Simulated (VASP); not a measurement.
# GaGe (P1) in VASP: single point with PBE

Aim: the single point of GaGe with PBE.

Program: VASP 6.6.1. These are calculated values, not measurements. Logs are shortened: lines on timing, memory, paths and dates and some standing lists are left out, and cuts for length are marked.

### Step 1. The cell of the first run

The typed cell holds 2 atoms: a = 4.098 Å, b = 4.098 Å, c = 4.098 Å, α = 60.00°, β = 60.00°, γ = 60.00°.

### Step 2. Single point, PBE (one atom moved)

INCAR

```
SYSTEM = GaGe
PREC = Accurate
ENCUT = 520
EDIFF = 1E-7
ISMEAR = 0
SIGMA = 0.1
LREAL = .FALSE.
LASPH = .TRUE.
NELM = 100
ALGO = Fast
ISIF = 2
LWAVE = .FALSE.
LCHARG = .TRUE.
GGA = PE
LELF = .TRUE.
LVHAR = .TRUE.
NBANDS = 20
```

KPOINTS

```
regular mesh
0
G
  12 12 12
  0 0 0
```

POSCAR

```
GaGe
1.0
    0.0000000000      2.8978440000      2.8978440000
    2.8978440000      0.0000000000      2.8978440000
    2.8978440000      2.8978440000      0.0000000000
Ga Ge
1 1
Direct
    0.7499706678      0.7186887907      0.7410951038
    0.0000000000      0.0000000000      0.0000000000
```

Potentials or basis: VASP PAW PBE potentials, release 64 (Ga_d, Ge_d).

The run is started by

```bash
> cat potpaw_PBE.64/Ga_d/POTCAR potpaw_PBE.64/Ge_d/POTCAR > POTCAR
> mpirun -np 1 vasp_std > vasp.out
```

OUTCAR:

```text
SYSTEM = GaGe
   PREC = Accurate
   ENCUT = 520
   EDIFF = 1E-7
   ISMEAR = 0
   LREAL = .FALSE.
   LASPH = .TRUE.
   NELM = 100
   ISIF = 2
   GGA = PE

 ion  position               nearest neighbor table
   1  0.750  0.719  0.741-   2 2.41   2 2.48   2 2.51   2 2.65
   2  0.000  0.000  0.000-   1 2.41   1 2.48   1 2.51   1 2.65

  LATTYP: Found a face centered cubic cell.
 ALAT       =     5.7956880000

  Lattice vectors:

 A1 = (   0.0000000000,   2.8978440000,   2.8978440000)
 A2 = (   2.8978440000,   0.0000000000,   2.8978440000)
 A3 = (   2.8978440000,   2.8978440000,   0.0000000000)

Analysis of symmetry for initial positions (statically):
=====================================================================
 Subroutine PRICEL returns:
 Original cell was already a primitive cell.

 Routine SETGRP: Setting up the symmetry group for a
 face centered cubic supercell.

 Subroutine GETGRP returns: Found  1 space group operations
 (whereof  1 operations were pure point group operations)
 out of a pool of 48 trial point group operations.

The static configuration has the point symmetry C_1 .

Analysis of symmetry for dynamics (positions and initial velocities):
=====================================================================
 Subroutine PRICEL returns:
 Original cell was already a primitive cell.

 Routine SETGRP: Setting up the symmetry group for a
 face centered cubic supercell.

 Subroutine GETGRP returns: Found  1 space group operations
 (whereof  1 operations were pure point group operations)
 out of a pool of 48 trial point group operations.

The dynamic configuration has the point symmetry C_1 .

 Subroutine INISYM returns: Found  1 space group operations
 (whereof  1 operations are pure point group operations),
 and found     1 'primitive' translations

----------------------------------------------------------------------------------------

                                     Primitive cell

  volume of cell :      48.6693

  direct lattice vectors                    reciprocal lattice vectors
     0.000000000  2.897844000  2.897844000    -0.172542069  0.172542069  0.172542069
     2.897844000  0.000000000  2.897844000     0.172542069 -0.172542069  0.172542069
     2.897844000  2.897844000  0.000000000     0.172542069  0.172542069 -0.172542069

  length of vectors
     4.098170286  4.098170286  4.098170286     0.298851630  0.298851630  0.298851630

  position of ions in fractional coordinates (direct lattice)
[... 77 lines left out ...]
   ENCUT  =  520.0 eV  38.22 Ry    6.18 a.u.   7.62  7.62  7.62*2*pi/ulx,y,z
   NELM   =    100;   NELMIN=  2; NELMDL= -5     # of ELM steps
   EDIFF  = 0.1E-06   stopping-criterion for ELM
   LREAL  =      F    real-space projection
   EDIFFG = 0.1E-05   stopping-criterion for IOM
   NSW    =      0    number of steps for IOM
   IBRION =     -1    ionic relax: 0-MD 1-quasi-New 2-CG
   NFREE  =      0    steps in history (QN), initial steepest desc. (CG)
   ISIF   =      2    stress and relaxation
   ISYM   =      2    0-nonsym 1-usesym 2-fastsym
   POTIM  = 0.5000    time-step for ionic-motion
   TEBEG  =    0.0;   TEEND  =   0.0 temperature during run
   PSTRESS=    0.0 pullay stress
   NELECT =      27.0000    total number of electrons
   NUPDOWN=      -1.0000    fix difference up-down
   EMIN   =  10.00;   EMAX   =-10.00  energy-range for DOS
   EFERMI =   0.00;   METHOD = LEGACY
   ISMEAR =     0;   SIGMA  =   0.10  broadening in eV -4-tet -1-fermi 0-gaus
   EFERMI_NEDOS =   21; number of points for ismear=-14 and -15
   IALGO  =     68    algorithm
   IMIX   =      4    mixing-type and parameters
     AMIX     =   0.40;   BMIX     =  1.00
     AMIX_MAG =   1.60;   BMIX_MAG =  1.00
  volume/ion in A,a.u.               =      24.33       164.22
  Fermi-wavevector in a.u.,A,eV,Ry     =   1.345172  2.542006 24.619567  1.809487
  Thomas-Fermi vector in A             =   2.473106
   LORBIT       =      0    0 simple, 1 ext, 2 COOP (PROOUT), +10 PAW based schemes
   GGA     = PE    functional components
   LHFCALC =     F    Hartree Fock is set to
   AEXX    =    0.0000 exact exchange contribution
   IVDW    =     0    specifies the selected vdW correction
   LEPSILON=     F    determine dielectric tensor
   LRPA    =     F    only Hartree local field effects (RPA)
 non-spin polarized calculation
 RMM-DIIS sequential band-by-band and
 Gauss-broadening in eV      SIGMA  =   0.10
  energy-cutoff  :      520.00
  volume of cell :       48.67
 maximum number of plane-waves:      1363
   NGX = 15   NGY = 15   NGZ = 15

 number of electron      26.9999983 magnetization

 Free energy of the ion-electron system (eV)
  ---------------------------------------------------
  ext. energy  EPLUGINS =         0.00000000
  ---------------------------------------------------
  free energy    TOTEN  =        -7.04597058 eV

  energy without entropy =       -7.03956661  energy(sigma->0) =       -7.04276859

 E-fermi :   3.0482     XC(G=0):  -9.5530

 val. band max:        3.0458047146   @ k =   0.3333  -0.0833   0.1667
 cond. band min:       3.0493039801   @ k =   0.1667   0.1667  -0.0833
 fundamental gap:      0.0034992655
 Fermi energy:         3.0481904278

 k-point     1 :       0.0000    0.0000    0.0000
  band No.  band energies     occupation
      1     -20.8981      2.00000
      2     -20.8895      2.00000
      3     -20.8814      2.00000
      4     -20.8648      2.00000
      5     -20.8624      2.00000
      6     -11.3024      2.00000
[... 541 lines left out ...]
     19      14.4309      0.00000
     20      15.2140      0.00000

 [... further k-points ...]

------------------------ aborting loop because EDIFF is reached ----------------------------------------

  FORCE on cell =-STRESS in cart. coord.  units (eV):
  Direction    XX          YY          ZZ          XY          YZ          ZX
  --------------------------------------------------------------------------------------
  -------------------------------------------------------------------------------------
  Total        0.1103813      0.2018156      0.1485341     -0.6930795     -0.9051247     -0.0215805
  in kB        3.6337168      6.6437042      4.8896954    -22.8159544    -29.7964150     -0.7104234
  external PRESSURE =       5.0557055 kB  Pullay stress =       0.0000000 kB

 VOLUME and BASIS-vectors are now :
 -----------------------------------------------------------------------------
  energy-cutoff  :      520.00
  volume of cell :       48.67
      direct lattice vectors                 reciprocal lattice vectors
     0.000000000  2.897844000  2.897844000    -0.172542069  0.172542069  0.172542069
     2.897844000  0.000000000  2.897844000     0.172542069 -0.172542069  0.172542069
     2.897844000  2.897844000  0.000000000     0.172542069  0.172542069 -0.172542069

 POSITION                                       TOTAL-FORCE (eV/Angst)
 -----------------------------------------------------------------------------------
      4.23023      4.32088      4.25595         0.498166     -0.081096      0.374143
      0.00000      0.00000      0.00000        -0.498166      0.081096     -0.374143
 -----------------------------------------------------------------------------------
    total drift:                                0.000491     -0.000036      0.000401

  FREE ENERGIE OF THE ION-ELECTRON SYSTEM (eV)
  ---------------------------------------------------
  free  energy   TOTEN  =        -7.0459705786 eV

  energy  without entropy=       -7.0395666072  energy(sigma->0) =       -7.04276859
```

OSZICAR:

```text
N       E                     dE             d eps       ncg     rms          rms(c)
DAV:   1     0.162824835581E+03    0.16282E+03   -0.13898E+04 36644   0.298E+03
DAV:   2     0.166908608500E+02   -0.14613E+03   -0.14264E+03 35276   0.536E+02
DAV:   3    -0.634397743444E+01   -0.23035E+02   -0.22904E+02 39128   0.137E+02
DAV:   4    -0.707546365399E+01   -0.73149E+00   -0.73092E+00 39836   0.265E+01
DAV:   5    -0.708784528246E+01   -0.12382E-01   -0.12381E-01 38940   0.378E+00    0.221E+00
RMM:   6    -0.705240519489E+01    0.35440E-01   -0.59211E-02 51597   0.250E+00    0.128E+00
RMM:   7    -0.704533773448E+01    0.70675E-02   -0.31365E-02 51188   0.180E+00    0.248E-01
RMM:   8    -0.704572776928E+01   -0.39003E-03   -0.60314E-03 56242   0.776E-01    0.759E-02
RMM:   9    -0.704591958882E+01   -0.19182E-03   -0.11105E-03 55443   0.327E-01    0.273E-02
RMM:  10    -0.704596065306E+01   -0.41064E-04   -0.19165E-04 64002   0.126E-01    0.144E-02
RMM:  11    -0.704596987842E+01   -0.92254E-05   -0.35559E-05 56866   0.545E-02    0.357E-03
RMM:  12    -0.704597020316E+01   -0.32475E-06   -0.92473E-06 54743   0.275E-02    0.150E-03
RMM:  13    -0.704597048158E+01   -0.27842E-06   -0.28095E-06 52798   0.133E-02    0.113E-03
RMM:  14    -0.704597057859E+01   -0.97009E-07   -0.50531E-07 44896   0.638E-03
   1 F= -.70459706E+01 E0= -.70427686E+01  d E =-.640397E-02
```

Run time: 21 min. Hardware: 1 thread of Oxide Virtual Turin-like, shared host; peak memory 0.84 GiB.

Results:

```
Free energy            : -7.0460 eV
Pressure               : 0.5 GPa
Largest force          : 0.628 eV/Å
Band gap on the k mesh : zero (an odd number of electrons rules out a gap without spin polarisation)
```

Forces in eV/Å, atoms in the order of the input:
```
Ga   0.498 -0.081  0.374
Ge  -0.498  0.081 -0.374
```

Stress tensor (GPa, compression positive):
```
 0.36 -2.28 -0.07
-2.28  0.66 -2.98
-0.07 -2.98  0.49
```

Caveat: the cell differs from its parent crystal (one atom moved); an odd number of electrons without spin polarisation forces a metal; a magnetic or distorted state may lie lower.
